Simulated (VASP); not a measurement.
Input of a VASP 6.6.1 run:

Contents of INCAR:

```
ALGO     = Fast           # electronic algorithm
EDIFF    = 1E-6           # SCF threshold, eV
ENCUT    = 520            # plane-wave cutoff, eV
GGA      = PS             # functional
ISIF     = 2              # what is computed and relaxed
ISMEAR   = 0              # smearing method
LASPH    = T              # aspherical terms in the spheres
LCHARG   = T              # write CHGCAR
LELF     = T              # ELF
LREAL    = F              # projectors in reciprocal space
LVHAR    = T            
LWAVE    = F              # write WAVECAR
NBANDS   = 19             # bands
NELM     = 100            # most SCF steps
PREC     = Accurate       # precision mode
SIGMA    = 0.15           # smearing width, eV
```

Contents of KPOINTS:

```
k-points
0
Gamma
  18 18 10
```

File POSCAR:

```
Ti
1.0
    2.9057478925      0.0000000000      0.0000000000
   -1.4528739462      2.5164514919      0.0000000000
    0.0000000000      0.0000000000      4.5454200000
Ti
2
Direct
    0.3333333333      0.6666666667      0.2500000000
    0.6666666667      0.3333333333      0.7500000000
```

Potentials or basis: VASP PAW PBE potentials, release 64 (Ti_sv).

Command:

```sh
$ cat potpaw_PBE.64/Ti_sv/POTCAR > POTCAR
$ mpirun -np 1 vasp_std > vasp.out
```

Q: What does it give for the pressure?

A: 0.3 GPa.

Q: Estimate the band gap on the k mesh.

A: Zero (bands 12 and 13 overlap by 1.14 eV).

Stress tensor (GPa, compression positive):
```
-0.16  0.00  0.00
 0.00 -0.16  0.00
 0.00  0.00  1.19
```

Caveat: the cell differs from its parent crystal (strain -0.015 along x and y, -0.030 along z); the PAW data sets were made with another functional, which shifts forces and pressure a little.
